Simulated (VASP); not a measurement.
# AgB2 (P6/mmm) in VASP: notebook, part 2 of 2

VASP 6.6.1.

## Step 3: Single point, PBE

This run uses another cell than the first one, of 11.29 Å³/atom, 1.024 times its volume.

The input, INCAR:

```
SYSTEM = AgB2
  PREC = Accurate
  ENCUT = 520
  EDIFF = 1E-6
  ISMEAR = 1
  SIGMA = 0.1
  LREAL = .FALSE.
  LASPH = .TRUE.
  NELM = 80
  ALGO = Normal
  ISIF = 2
  LWAVE = .FALSE.
  LCHARG = .FALSE.
  GGA = PE
  NBANDS = 16
```

The input, KPOINTS:

```
regular mesh
0
G
  11 11 7
  0 0 0
```

The input, POSCAR:

```
AgB2
1.0
    3.0764325584      0.0000000000      0.0000000000
   -1.5382162792      2.6642685898      0.0000000000
    0.0000000000      0.0000000000      4.1305555152
Ag B
1 2
Direct
    0.0000000000      0.0000000000      0.0000000000
    0.3333333333      0.6666666667      0.5000000000
    0.6666666667      0.3333333333      0.5000000000
```

Potentials or basis: VASP PAW PBE potentials, release 64 (Ag, B).

On the command line:

```console
> cat potpaw_PBE.64/Ag/POTCAR potpaw_PBE.64/B/POTCAR > POTCAR
> mpirun -np 1 vasp_std > vasp.out
```

Wall time 16 s (1 thread of AMD EPYC 9R45 (Zen 5), shared host); peak memory 0.14 GiB.

The run converged. Its results:

```yaml
Free_energy: -14.5191 eV
Pressure: -7.3 GPa
```

Stress tensor (GPa, compression positive):
```
-8.22  0.00  0.00
 0.00 -8.22  0.00
 0.00  0.00 -5.40
```

Levels at points of the mesh, in eV from the Fermi level:
| k point | band 6 | band 7 | band 8 | band 9 | band 10 | band 11 |
| --- | --- | --- | --- | --- | --- | --- |
| (0.00, 0.00, 0.00) | -3.79 | -3.51 | 1.09 | 1.24 | 1.24 | 7.36 |

## Step 4: Single point, PBE

This run uses another cell than the first one, of 11.55 Å³/atom, 1.049 times its volume.

The input, INCAR:

```
PREC = Accurate
ENCUT = 520
EDIFF = 1E-7
ISMEAR = 1
SIGMA = 0.1
LREAL = False
LASPH = True
NELM = 60
ALGO = Normal
ISIF = 2
LWAVE = False
LCHARG = True
GGA = PE
LELF = True
LVHAR = True
NBANDS = 16
```

The input, KPOINTS:

```
Automatic mesh
0
Gamma
  11 11 7
```

The input, POSCAR:

```
AgB2
1.0
    3.1006574342      0.0000000000      0.0000000000
   -1.5503287171      2.6852479464      0.0000000000
    0.0000000000      0.0000000000      4.1630809135
Ag B
1 2
Direct
    0.0000000000      0.0000000000      0.0000000000
    0.3333333333      0.6666666667      0.5000000000
    0.6666666667      0.3333333333      0.5000000000
```

Potentials or basis: VASP PAW PBE potentials, release 64 (Ag, B).

On the command line:

```console
> cat potpaw_PBE.64/Ag/POTCAR potpaw_PBE.64/B/POTCAR > POTCAR
> mpirun -np 1 vasp_std > vasp.out
```

OUTCAR:

```text
PREC = Accurate
   ENCUT = 520
   EDIFF = 1E-7
   ISMEAR = 1
   LREAL = False
   LASPH = True
   NELM = 60
   ISIF = 2
   GGA = PE

 ion  position               nearest neighbor table
   1  0.000  0.000  0.000-   2 2.75   2 2.75   3 2.75   3 2.75   2 2.75   3 2.75   2 2.75   3 2.75
                             3 2.75   3 2.75   2 2.75   2 2.75
   2  0.333  0.667  0.500-   3 1.79   3 1.79   3 1.79   1 2.75   1 2.75   1 2.75   1 2.75   1 2.75
                             1 2.75
   3  0.667  0.333  0.500-   2 1.79   2 1.79   2 1.79   1 2.75   1 2.75   1 2.75   1 2.75   1 2.75
                             1 2.75

  LATTYP: Found a hexagonal cell.
[... 648 lines left out ...]

 [... further k-points ...]
[... 5 lines left out ...]
  --------------------------------------------------------------------------------------
  -------------------------------------------------------------------------------------
  Total       -2.4588317     -2.4588314     -1.5660392      0.0000000      0.0000000      0.0000000
  in kB     -113.6544271   -113.6544135    -72.3869357      0.0000000      0.0000000      0.0000000
  external PRESSURE =     -99.8985921 kB  Pullay stress =       0.0000000 kB

 VOLUME and BASIS-vectors are now :
 -----------------------------------------------------------------------------
  energy-cutoff  :      520.00
  volume of cell :       34.66
      direct lattice vectors                 reciprocal lattice vectors
     3.100657434  0.000000000  0.000000000     0.322512248  0.186202544  0.000000000
    -1.550328717  2.685247946  0.000000000     0.000000000  0.372405089  0.000000000
     0.000000000  0.000000000  4.163080913     0.000000000  0.000000000  0.240206717

 POSITION                                       TOTAL-FORCE (eV/Angst)
 -----------------------------------------------------------------------------------
      0.00000      0.00000      0.00000        -0.000000      0.000000     -0.000000
     -0.00000      1.79017      2.08154        -0.000000     -0.000000      0.000000
      1.55033      0.89508      2.08154         0.000000      0.000000     -0.000000
 -----------------------------------------------------------------------------------
    total drift:                               -0.000000      0.000000      0.000000

  FREE ENERGIE OF THE ION-ELECTRON SYSTEM (eV)
  ---------------------------------------------------
  free  energy   TOTEN  =       -14.4759375061 eV

  energy  without entropy=      -14.4753175383  energy(sigma->0) =      -14.47573085
```

stdout:

```text
POSCAR found type information on POSCAR AgB
 POSCAR found :  2 types and       3 ions
 scaLAPACK will be used
 LDA part: xc-table for (Slater+PW92), standard interpolation
 POSCAR, INCAR and KPOINTS ok, starting setup
 FFT: planning ... GRIDC
 FFT: planning ... GRID_SOFT
 FFT: planning ... GRID
 WAVECAR not read
 entering main loop
```

It took 17 s on 1 thread of AMD EPYC 9R45 (Zen 5), shared host; peak memory 0.14 GiB.

What came out:

```
Free energy : -14.4759 eV
Pressure    : -10.0 GPa
```

Levels at points of the mesh, in eV from the Fermi level:
| k point | band 5 | band 6 | band 7 | band 8 | band 9 | band 10 | band 11 | band 12 |
| --- | --- | --- | --- | --- | --- | --- | --- | --- |
| (0.00, 0.00, 0.00) | -3.74 | -3.74 | -3.40 | 1.01 | 1.22 | 1.22 | 7.29 | 7.29 |

## Step 5: Single point, PBE

This run uses another cell than the first one, of 11.82 Å³/atom, 1.073 times its volume.

The input, INCAR:

```
PREC     = Accurate       # precision mode
ENCUT    = 520            # plane-wave cutoff, eV
EDIFF    = 1E-6           # SCF threshold, eV
ISMEAR   = 1              # smearing method
SIGMA    = 0.1            # smearing width, eV
LREAL    = False          # projectors in reciprocal space
LASPH    = True           # aspherical terms in the spheres
NELM     = 60             # most SCF steps
ALGO     = Normal         # electronic algorithm
ISIF     = 2              # what is computed and relaxed
LWAVE    = False          # write WAVECAR
LCHARG   = False          # write CHGCAR
GGA      = PE             # functional
NBANDS   = 16             # bands
```

The input, KPOINTS:

```
regular mesh
0
Gamma
  11 11 7
```

The input, POSCAR:

```
AgB2
1.0
    3.1245095826      0.0000000000      0.0000000000
   -1.5622547913      2.7059045116      0.0000000000
    0.0000000000      0.0000000000      4.1951058714
Ag B
1 2
Direct
    0.0000000000      0.0000000000      0.0000000000
    0.3333333333      0.6666666667      0.5000000000
    0.6666666667      0.3333333333      0.5000000000
```

On the command line:

```console
> cat potpaw_PBE.64/Ag/POTCAR potpaw_PBE.64/B/POTCAR > POTCAR
> mpirun -np 1 vasp_std > vasp.out
```

Run time: 16 s. Hardware: 1 thread of AMD EPYC 9R45 (Zen 5), shared host; peak memory 0.14 GiB.

Results (log left out):

* Free energy: -14.4199 eV
* Pressure: -12.4 GPa

Stress tensor (GPa, compression positive):
```
-14.14   0.00   0.00
  0.00 -14.14   0.00
  0.00   0.00  -8.81
```

Levels at points of the mesh, in eV from the Fermi level:
```tsv
k point	band 6	band 7	band 8	band 9	band 10	band 11
(0.00, 0.00, 0.00)	-3.70	-3.29	0.94	1.20	1.20	7.21
```

## Step 6: Summary

| cell | gap on the mesh (eV) | pressure (GPa) |
| --- | --- | --- |
| a = 3.052, b = 3.052, c = 4.098 Å, angles 90.0, 90.0, 120.0°, 3 atoms | none | -4.2 |
| a = 3.076, b = 3.076, c = 4.131 Å, angles 90.0, 90.0, 120.0°, 3 atoms | none | -7.3 |
| a = 3.101, b = 3.101, c = 4.163 Å, angles 90.0, 90.0, 120.0°, 3 atoms | none | -10.0 |
| a = 3.125, b = 3.125, c = 4.195 Å, angles 90.0, 90.0, 120.0°, 3 atoms | none | -12.4 |

Alike in all rows: task single point; level PBE; potentials or basis VASP PAW PBE potentials, release 64 (Ag, B); no spin polarisation; k mesh 11 × 11 × 7; cutoff (eV) 520; smearing methfessel-paxton 0.1 eV.

Total energies depend on the potentials used, so only differences within one code and one set of settings carry meaning.
